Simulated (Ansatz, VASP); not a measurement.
**TiAl3: VASP beside Ansatz**

The input INCAR:

```
SYSTEM = TiAl3
ALGO     = Normal         ! electronic algorithm
EDIFF    = 1E-6           ! SCF threshold, eV
EDIFFG   = -0.08          ! ionic threshold
ENCUT    = 600            ! plane-wave cutoff, eV
GGA      = PE             ! functional
IBRION   = 2              ! ionic algorithm
ISIF     = 3              ! what is computed and relaxed
ISMEAR   = 0              ! smearing method
LASPH    = .True.         ! aspherical terms in the spheres
LCHARG   = .False.        ! write CHGCAR
LREAL    = .False.        ! projectors in reciprocal space
LWAVE    = .False.        ! write WAVECAR
NELM     = 60             ! most SCF steps
NSW      = 36             ! ionic steps
PREC     = Accurate       ! precision mode
SIGMA    = 0.2            ! smearing width, eV
```

KPOINTS

```
k-points
0
Gamma
  4 4 4
  0 0 0
```

File POSCAR:

```
TiAl3
1.0
    0.0000000000      3.9766279400      3.9766279400
    3.9766279400      0.0000000000      3.9766279400
    3.9766279400      3.9766279400      0.0000000000
Ti Al
2 6
Direct
    0.7500000000      0.7500000000      0.7500000000
    0.0000000000      0.0000000000      0.0000000000
    0.6982807300      0.3017192700      0.3017192700
    0.3017192700      0.6982807300      0.6982807300
    0.3017192700      0.6982807300      0.3017192700
    0.6982807300      0.3017192700      0.6982807300
    0.3017192700      0.3017192700      0.6982807300
    0.6982807300      0.6982807300      0.3017192700
```

Input for Ansatz:

```yaml
crystal:
  lattice:
    - [0.0, 3.97662794, 3.97662794]
    - [3.97662794, 0.0, 3.97662794]
    - [3.97662794, 3.97662794, 0.0]
  atoms:
    - { symbol: Ti, position: [0.75, 0.75, 0.75] }
    - { symbol: Ti, position: [0.0, 0.0, 0.0] }
    - { symbol: Al, position: [0.69828073, 0.30171927, 0.30171927] }
    - { symbol: Al, position: [0.30171927, 0.69828073, 0.69828073] }
    - { symbol: Al, position: [0.30171927, 0.69828073, 0.30171927] }
    - { symbol: Al, position: [0.69828073, 0.30171927, 0.69828073] }
    - { symbol: Al, position: [0.30171927, 0.30171927, 0.69828073] }
    - { symbol: Al, position: [0.69828073, 0.69828073, 0.30171927] }
basis:
  ecutwfc: 420
kpoints:
  mp_grid: { grid: [4, 4, 4] }
hamiltonian:
  xc: pbe
scf:
  occupations: { method: gaussian, width: 0.2 }
  lower_state_search: "off"
output:
  forces: true
  stress: true
  eigenvalues: true
relax:
  adjacent_minimum: "off"
  f_tol: 0.08
  max_steps: 16
  cell: { stress_tol: 0.8 }
```

Alike in both runs: task relaxation of cell and atoms; functional PBE; k mesh 4 × 4 × 4; occupations gaussian, width 0.2 eV; no spin polarisation.

|  | VASP | Ansatz |
| --- | --- | --- |
| version | VASP 6.6.1 | Ansatz 0.2.0 |
| potentials or method | VASP PAW PBE potentials, release 64 (Ti_sv, Al), cutoff 600 eV | scalar-relativistic, plane waves, PAW |
| valence electrons in the cell | 42 | 42 |

VASP gave:

| Property | Result |
| --- | --- |
| gap on the k mesh at the Fermi level, each at its own relaxed structure (eV) | none |
| relaxed volume (Å³/atom) | 21.34 |
| relaxed cell length with the largest relative difference (Å) | 6.227 |

Problem. What did Ansatz give for the same quantities?

Solution. gap on the k mesh at the Fermi level, each at its own relaxed structure (eV): none; relaxed volume (Å³/atom): 21.18; relaxed cell length with the largest relative difference (Å): 6.211.

A gap of «none» marks a metal or a gap that the smearing closes.

Noted on VASP's run: the volume moved by over 15 % at a fixed basis, so the end points are rough.
